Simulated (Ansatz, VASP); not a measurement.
## LuH2: VASP beside Ansatz

```
CELL_PARAMETERS angstrom
0.00000 2.47931 2.47931
2.47931 0.00000 2.47931
2.47931 2.47931 0.00000
ATOMIC_POSITIONS crystal
Lu 0.00000 0.00000 0.00000
H 0.25000 0.25000 0.25000
H 0.75000 0.75000 0.75000
```

Alike in both runs: functional PBEsol; k mesh 14 × 14 × 14; occupations gaussian, width 0.1 eV; no spin polarisation.

Ansatz relaxed the structure, and its values are those at the end. VASP's run is a single point on that final structure, the one shown.

|  | VASP | Ansatz |
| --- | --- | --- |
| version | VASP 6.6.1 | Ansatz 0.2.0 |
| potentials or method | VASP PAW PBE potentials, release 64 (Lu, H), cutoff 520 eV | scalar-relativistic, plane waves, PAW |
| valence electrons in the cell | 27 | 27 |

|  | VASP | Ansatz | Ansatz less VASP |
| --- | --- | --- | --- |
| gap on the k mesh at the Fermi level (eV) | none | none | - |
| pressure (GPa) | 0.3 | 0.0 | -0.37 |

VASP's potentials were made for PBE, not for PBEsol. A gap of «none» marks a metal or a gap that the smearing closes.

Spin-orbit coupling is off throughout.
